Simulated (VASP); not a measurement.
Wanted: the native input for a VASP 6.6.1 run.

| Item | Value |
| --- | --- |
| Task | single point |
| Functional | LDA |
| Potentials or basis | VASP PAW LDA potentials, release 64 (Ti_sv, Al) |
| Cutoff | 520 eV |
| k mesh | 21 × 21 × 12 |
| Occupations | gaussian, width 0.15 eV |
| Spin | collinear spin |
| Starting moments | [0.625, 0.0] μB |
| Fixed moment | 0.625 μB |
| Dipole correction | no |
| Further INCAR settings | ALGO = Normal; EDIFF = 1e-06; NBANDS = 18 |

The structure of TiAl lies in POSCAR:

```
TiAl
1.0
    2.6946785905      0.0000000000      0.0000000000
   -1.3473392953      2.3336601144      0.0000000000
    0.0000000000      0.0000000000      4.3985304247
Ti Al
1 1
Direct
    0.0000000000      0.0000000000      0.0000000000
    0.3333333333      0.6666666667      0.5000000000
```

These files were run (other wordings do the same):

INCAR

```
SYSTEM = TiAl
PREC = Accurate ; ENCUT = 520
EDIFF = 1E-6 ; ISMEAR = 0
SIGMA = 0.15 ; LREAL = .FALSE.
LASPH = .TRUE. ; NELM = 150
ALGO = Normal ; ISIF = 2
LWAVE = .FALSE. ; LCHARG = .TRUE.
ISPIN = 2 ; MAGMOM = 0.625 0
LORBIT = 11 ; NUPDOWN = 0.625
LMAXMIX = 4 ; LELF = .TRUE.
LVHAR = .TRUE. ; NBANDS = 18
```

KPOINTS

```
regular mesh
0
G
  21 21 12
  0 0 0
```

Potentials or basis: VASP PAW LDA potentials, release 64 (Ti_sv, Al).

The run is started by

```sh
$ cat potpaw_LDA.64/Ti_sv/POTCAR potpaw_LDA.64/Al/POTCAR > POTCAR
$ mpirun -np 1 vasp_std > vasp.out
```

It gave:

| Quantity | Value |
| --- | --- |
| Pressure | 19.7 GPa |
| Net moment | 0.62 μB per cell |
| Site moments | Ti +0.36; Al +0.03 μB |
| Valence electrons inside the program's atomic spheres | Ti 10.54; Al 0.91 |

Caveat: the cell stands under pressure; the total moment is fixed, so each spin has its own Fermi level and the state may be an excited one.

Run time: 3.9 min on 1 thread of AMD EPYC 7R13 Processor (Zen 3), on a shared host, peak memory 0.31 GiB.
